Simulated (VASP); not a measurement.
# Al3InSb4 (Pmm2) in VASP: single point with r2SCAN

Aim: the single point of Al3InSb4 with r2SCAN.

All numbers are computed with VASP 6.6.1; they aren't measurements. Logs are shortened: lines on timing, memory, paths and dates and some standing lists are left out, and cuts for length are marked.

## (1) The cell of the first run

The structure is orthorhombic, space group Pmm2 (No. 25). Conventional cell: a = 4.472 Å, b = 8.941 Å, c = 6.317 Å, α = 90.00°, β = 90.00°, γ = 90.00°. Al (site symmetry mm2) has 4 Sb at 2.69 to 2.71 Å within 3.5 Å. Within 3.6 Å of Al (site symmetry m) lie 4 Sb at 2.70 to 2.71 Å. Within 3.7 Å of In (site symmetry mm2) lie 4 Sb at 2.83 to 2.85 Å. Within 3.6 Å of Sb (site symmetry mm2) lie 4 Al at 2.71 Å. Sb (site symmetry m) has 3 Al at 2.69 to 2.71 Å and 1 In at 2.85 Å within 3.5 Å. Sb (site symmetry mm2) has 2 Al at 2.70 Å and 2 In at 2.83 Å within 3.6 Å.

## (2) Single point, r2SCAN

Input file POSCAR:

```
Al3InSb4
1.0
    4.4720610000      0.0000000000      0.0000000000
    0.0000000000      8.9406601000      0.0000000000
    0.0000000000      0.0000000000      6.3172420000
Al In Sb
3 1 4
Direct
    0.0000000000      0.0000000000      0.9995460000
    0.5000000000      0.2433240000      0.4999700000
    0.5000000000      0.7566760000      0.4999700000
    0.0000000000      0.5000000000      0.9999550000
    0.5000000000      0.0000000000      0.2430430000
    0.0000000000      0.2387730000      0.7411900000
    0.5000000000      0.5000000000      0.2751360000
    0.0000000000      0.7612270000      0.7411900000
```

Input file INCAR.step1:

```
PREC = Accurate
ENCUT = 520
ISMEAR = 0
SIGMA = 0.02
LREAL = False
LASPH = True
NELM = 60
NBANDS = 31
GGA = PE
ALGO = Normal
EDIFF = 1E-4
LWAVE = True
LCHARG = False
```

Input file INCAR.step2:

```
PREC = Accurate
ENCUT = 520
EDIFF = 1E-6
ISMEAR = 0
SIGMA = 0.02
LREAL = False
LASPH = True
NELM = 60
ALGO = Normal
ISIF = 2
LWAVE = False
LCHARG = False
METAGGA = R2SCAN
LMIXTAU = True
NBANDS = 31
ISTART = 1
```

Input file KPOINTS:

```
Automatic mesh
0
Gamma
  6 4 4
```

Potentials or basis: VASP PAW PBE potentials, release 64 (Al, In_d, Sb).

Run with:

```console
> cat potpaw_PBE.64/Al/POTCAR potpaw_PBE.64/In_d/POTCAR potpaw_PBE.64/Sb/POTCAR > POTCAR
> cp INCAR.step1 INCAR
> mpirun -np 1 vasp_std > vasp.out
> cp INCAR.step2 INCAR
> mpirun -np 1 vasp_std > vasp.out
```

OUTCAR:

```text
PREC = Accurate
   ENCUT = 520
   EDIFF = 1E-6
   ISMEAR = 0
   LREAL = False
   LASPH = True
   NELM = 60
   ISIF = 2
   METAGGA = R2SCAN
   ISTART = 1

 ion  position               nearest neighbor table
   1  0.000  0.000  1.000-   6 2.69   8 2.69   5 2.71   5 2.71
   2  0.500  0.243  0.500-   7 2.70   6 2.71   6 2.71   5 2.71
   3  0.500  0.757  0.500-   7 2.70   8 2.71   8 2.71   5 2.71
   4  0.000  0.500  1.000-   7 2.83   7 2.83   8 2.85   6 2.85
   5  0.500  0.000  0.243-   1 2.71   1 2.71   3 2.71   2 2.71
   6  0.000  0.239  0.741-   1 2.69   2 2.71   2 2.71   4 2.85
   7  0.500  0.500  0.275-   2 2.70   3 2.70   4 2.83   4 2.83
   8  0.000  0.761  0.741-   1 2.69   3 2.71   3 2.71   4 2.85

  LATTYP: Found a simple orthorhombic cell.
 ALAT       =     4.4720610000
 B/A-ratio  =     1.4126019301
 C/A-ratio  =     1.9992258827

  Lattice vectors:

 A1 = (  -4.4720610000,   0.0000000000,   0.0000000000)
 A2 = (   0.0000000000,   0.0000000000,   6.3172420000)
 A3 = (   0.0000000000,   8.9406601000,   0.0000000000)

Analysis of symmetry for initial positions (statically):
=====================================================================
 Subroutine PRICEL returns:
 Original cell was already a primitive cell.

 Routine SETGRP: Setting up the symmetry group for a
 simple orthorhombic supercell.

 Subroutine GETGRP returns: Found  4 space group operations
 (whereof  4 operations were pure point group operations)
 out of a pool of  8 trial point group operations.

The static configuration has the point symmetry C_2v.

Analysis of symmetry for dynamics (positions and initial velocities):
=====================================================================
 Subroutine PRICEL returns:
 Original cell was already a primitive cell.

 Routine SETGRP: Setting up the symmetry group for a
 simple orthorhombic supercell.

 Subroutine GETGRP returns: Found  4 space group operations
 (whereof  4 operations were pure point group operations)
 out of a pool of  8 trial point group operations.

The dynamic configuration has the point symmetry C_2v.

 Subroutine INISYM returns: Found  4 space group operations
 (whereof  4 operations are pure point group operations),
 and found     1 'primitive' translations

----------------------------------------------------------------------------------------

                                     Primitive cell

  volume of cell :     252.5834

  direct lattice vectors                    reciprocal lattice vectors
     4.472061000  0.000000000  0.000000000     0.223610546  0.000000000  0.000000000
     0.000000000  8.940660100  0.000000000     0.000000000  0.111848565  0.000000000
     0.000000000  0.000000000  6.317242000     0.000000000  0.000000000  0.158296928

  length of vectors
     4.472061000  8.940660100  6.317242000     0.223610546  0.111848565  0.158296928

  position of ions in fractional coordinates (direct lattice)
     0.000000000  0.000000000  0.999546000
     0.500000000  0.243324000  0.499970000
     0.500000000  0.756676000  0.499970000
     0.000000000  0.500000000  0.999955000
     0.500000000  0.000000000  0.243043000
     0.000000000  0.238773000  0.741190000
     0.500000000  0.500000000  0.275136000
     0.000000000  0.761227000  0.741190000

  ion indices of the primitive-cell ions
   primitive index   ion index
                 1           1
                 2           2
                 3           3
                 4           4
                 5           5
                 6           6
                 7           7
                 8           8

----------------------------------------------------------------------------------------

 KPOINTS: Automatic mesh

Automatic generation of k-mesh.
 Grid dimensions read from file:
 generate k-points for:    6    4    4

 Generating k-lattice:

  Cartesian coordinates                     Fractional coordinates (reciprocal lattice)
     0.037268424  0.000000000  0.000000000     0.166666667  0.000000000  0.000000000
     0.000000000  0.027962141  0.000000000     0.000000000  0.250000000  0.000000000
     0.000000000  0.000000000  0.039574232     0.000000000  0.000000000  0.250000000

  Length of vectors
     0.037268424  0.027962141  0.039574232

  Shift w.r.t. Gamma in fractional coordinates (k-lattice)
     0.000000000  0.000000000  0.000000000

 Subroutine IBZKPT returns following result:
 ===========================================

 Found     36 irreducible k-points:

 Following reciprocal coordinates:
            Coordinates               Weight
  0.000000  0.000000  0.000000      1.000000
  0.166667  0.000000  0.000000      2.000000
  0.333333  0.000000  0.000000      2.000000
  0.500000  0.000000  0.000000      1.000000
  0.000000  0.250000  0.000000      2.000000
  0.166667  0.250000  0.000000      4.000000
[... 16 lines left out ...]
  0.333333  0.500000  0.250000      4.000000
  0.500000  0.500000  0.250000      2.000000
 [... further k-points ...]
   k-points           NKPTS =     36   k-points in BZ     NKDIM =     36   number of bands    NBANDS=     31
   number of dos      NEDOS =    301   number of ions     NIONS =      8
   total plane-waves  NPLWV = 120960
   dimension x,y,z NGX =    36 NGY =   70 NGZ =   48
   dimension x,y,z NGXF=    72 NGYF=  140 NGZF=   96
   ions per type =               3   1   4
   NGX,Y,Z   is equivalent  to a cutoff of  13.38, 13.02, 12.63 a.u.
   NGXF,Y,Z  is equivalent  to a cutoff of  26.77, 26.03, 25.26 a.u.
 SYSTEM =  unknown system
   PREC   = accura    normal or accurate (medium, high low for compatibility)
   ISTART =      1    job   : 0-new  1-cont  2-samecut
   ICHARG =      0    charge: 1-file 2-atom 10-const
   ISPIN  =      1    spin polarized calculation?
   LNONCOLLINEAR =      F non collinear calculations
   LSORBIT =      F    spin-orbit coupling
   LASPH  =      T    aspherical Exc in radial PAW
   ENCUT  =  520.0 eV  38.22 Ry    6.18 a.u.   8.32 16.62 11.75*2*pi/ulx,y,z
   NELM   =     60;   NELMIN=  2; NELMDL=  0     # of ELM steps
   EDIFF  = 0.1E-05   stopping-criterion for ELM
   LREAL  =      F    real-space projection
[... 7 lines left out ...]
   TEBEG  =    0.0;   TEEND  =   0.0 temperature during run
   PSTRESS=    0.0 pullay stress
   NELECT =      42.0000    total number of electrons
   NUPDOWN=      -1.0000    fix difference up-down
   EMIN   =  10.00;   EMAX   =-10.00  energy-range for DOS
   EFERMI =   0.00;   METHOD = LEGACY
   ISMEAR =     0;   SIGMA  =   0.02  broadening in eV -4-tet -1-fermi 0-gaus
   EFERMI_NEDOS =   21; number of points for ismear=-14 and -15
   IALGO  =     38    algorithm
   IMIX   =      4    mixing-type and parameters
     AMIX     =   0.40;   BMIX     =  1.00
     AMIX_MAG =   1.60;   BMIX_MAG =  1.00
  volume/ion in A,a.u.               =      31.57       213.06
  Fermi-wavevector in a.u.,A,eV,Ry     =   0.900236  1.701199 11.026497  0.810425
  Thomas-Fermi vector in A             =   2.023169
   LORBIT       =      0    0 simple, 1 ext, 2 COOP (PROOUT), +10 PAW based schemes
   METAGGA = R2SCAN    functional components
   LHFCALC =     F    Hartree Fock is set to
   AEXX    =    0.0000 exact exchange contribution
   IVDW    =     0    specifies the selected vdW correction
   LEPSILON=     F    determine dielectric tensor
   LRPA    =     F    only Hartree local field effects (RPA)
 non-spin polarized calculation
 Gauss-broadening in eV      SIGMA  =   0.02
  energy-cutoff  :      520.00
  volume of cell :      252.58
 maximum number of plane-waves:      6834
 NGX is ok and might be reduce to    36
   NGX = 17   NGY = 33   NGZ = 23

 number of electron      42.0000005 magnetization

 Free energy of the ion-electron system (eV)
  ---------------------------------------------------
  ext. energy  EPLUGINS =         0.00000000
  ---------------------------------------------------
  free energy    TOTEN  =      -147.53703305 eV

  energy without entropy =     -147.53703305  energy(sigma->0) =     -147.53703305

 E-fermi :   4.4743     XC(G=0):  -8.9454

 val. band max:        4.3307777899   @ k =   0.0000   0.0000   0.0000
 cond. band min:       5.4827001351   @ k =   0.0000   0.0000   0.5000
 fundamental gap:      1.1519223451
 Fermi energy:         4.4743497083

 k-point     1 :       0.0000    0.0000    0.0000
  band No.  band energies     occupation
      1     -10.5372      2.00000
      2     -10.5100      2.00000
      3     -10.4931      2.00000
      4     -10.4273      2.00000
      5     -10.4267      2.00000
      6      -6.5915      2.00000
[... 23 lines left out ...]
     30       9.1209      0.00000
     31       9.3152      0.00000

 k-point     2 :       0.1667    0.0000    0.0000
  band No.  band energies     occupation
      1     -10.5344      2.00000
      2     -10.5093      2.00000
      3     -10.4974      2.00000
      4     -10.4299      2.00000
      5     -10.4249      2.00000
      6      -6.4229      2.00000
[... 23 lines left out ...]
     30       8.0384      0.00000
     31       8.4206      0.00000

 k-point     3 :       0.3333    0.0000    0.0000
  band No.  band energies     occupation
      1     -10.5381      2.00000
      2     -10.5078      2.00000
      3     -10.4972      2.00000
      4     -10.4350      2.00000
      5     -10.4206      2.00000
      6      -5.9518      2.00000
[... 23 lines left out ...]
     30       9.3921      0.00000
     31       9.8103      0.00000

 k-point     4 :       0.5000    0.0000    0.0000
  band No.  band energies     occupation
      1     -10.5436      2.00000
      2     -10.5070      2.00000
      3     -10.4938      2.00000
      4     -10.4376      2.00000
      5     -10.4180      2.00000
      6      -5.3321      2.00000
[... 23 lines left out ...]
     30       9.3556      0.00000
     31       9.3983      0.00000

 k-point     5 :       0.0000    0.2500    0.0000
  band No.  band energies     occupation
      1     -10.5371      2.00000
      2     -10.5102      2.00000
      3     -10.4931      2.00000
      4     -10.4273      2.00000
      5     -10.4267      2.00000
      6      -6.4963      2.00000
[... 23 lines left out ...]
     30       8.5071      0.00000
     31       8.6544      0.00000
[... 542 lines left out ...]
     30       8.6189      0.00000
     31       8.8131      0.00000

 k-point    22 :       0.1667    0.5000    0.2500
  band No.  band energies     occupation
      1     -10.5348      2.00000
      2     -10.5101      2.00000
      3     -10.4975      2.00000
      4     -10.4299      2.00000
      5     -10.4244      2.00000
      6      -5.9358      2.00000
[... 23 lines left out ...]
     30       8.8796      0.00000
     31       8.9567      0.00000

 k-point    23 :       0.3333    0.5000    0.2500
  band No.  band energies     occupation
      1     -10.5389      2.00000
      2     -10.5084      2.00000
      3     -10.4971      2.00000
      4     -10.4350      2.00000
      5     -10.4202      2.00000
      6      -5.5283      2.00000
[... 23 lines left out ...]
     30       9.1925      0.00000
     31       9.3651      0.00000

 k-point    24 :       0.5000    0.5000    0.2500
  band No.  band energies     occupation
      1     -10.5445      2.00000
      2     -10.5075      2.00000
      3     -10.4937      2.00000
      4     -10.4375      2.00000
      5     -10.4176      2.00000
      6      -5.0617      2.00000
[... 23 lines left out ...]
     30       9.6138      0.00000
     31       9.6169      0.00000

 [... further k-points ...]
[... 5 lines left out ...]
  --------------------------------------------------------------------------------------
  -------------------------------------------------------------------------------------
  Total       -1.8974752     -1.8685886     -1.8571987      0.0000000      0.0000000      0.0000000
  in kB      -12.0359915    -11.8527590    -11.7805114      0.0000000      0.0000000      0.0000000
  external PRESSURE =     -11.8897540 kB  Pullay stress =       0.0000000 kB

 VOLUME and BASIS-vectors are now :
 -----------------------------------------------------------------------------
  energy-cutoff  :      520.00
  volume of cell :      252.58
      direct lattice vectors                 reciprocal lattice vectors
     4.472061000  0.000000000  0.000000000     0.223610546  0.000000000  0.000000000
     0.000000000  8.940660100  0.000000000     0.000000000  0.111848565  0.000000000
     0.000000000  0.000000000  6.317242000     0.000000000  0.000000000  0.158296928

 POSITION                                       TOTAL-FORCE (eV/Angst)
 -----------------------------------------------------------------------------------
      0.00000      0.00000      6.31437         0.000000      0.000000     -0.010229
      2.23603      2.17548      3.15843         0.000000      0.009759      0.000654
      2.23603      6.76518      3.15843         0.000000     -0.009759      0.000654
      0.00000      4.47033      6.31696         0.000000      0.000000      0.011667
      2.23603      0.00000      1.53536         0.000000      0.000000      0.003757
      0.00000      2.13479      4.68228        -0.000000      0.037036      0.031046
      2.23603      4.47033      1.73810         0.000000      0.000000     -0.068593
      0.00000      6.80587      4.68228         0.000000     -0.037036      0.031046
 -----------------------------------------------------------------------------------
    total drift:                                0.000000      0.000000      0.001382

  FREE ENERGIE OF THE ION-ELECTRON SYSTEM (eV)
  ---------------------------------------------------
  free  energy   TOTEN  =      -147.5370330453 eV

  energy  without entropy=     -147.5370330453  energy(sigma->0) =     -147.53703305
```

Run time: 29 min. Hardware: 1 thread of Intel Xeon 8259CL, shared host; peak memory 0.56 GiB.

What came out:

* Free energy: -147.5370 eV
* Pressure: -1.2 GPa
* Largest force: 0.069 eV/Å
* Band gap on the k mesh: 1.15 eV (least direct gap 1.23 eV)

Forces in eV/Å, atoms in the order of the input:
```
Al   0.000  0.000 -0.010
Al   0.000  0.010  0.001
Al   0.000 -0.010  0.001
In   0.000  0.000  0.012
Sb   0.000  0.000  0.004
Sb   0.000  0.037  0.031
Sb   0.000  0.000 -0.069
Sb   0.000 -0.037  0.031
```

Caveat: the PAW data sets were made with another functional, which shifts forces and pressure a little; spin-orbit coupling is left out, which moves the levels of the heavy elements. A k mesh can miss the band edges.
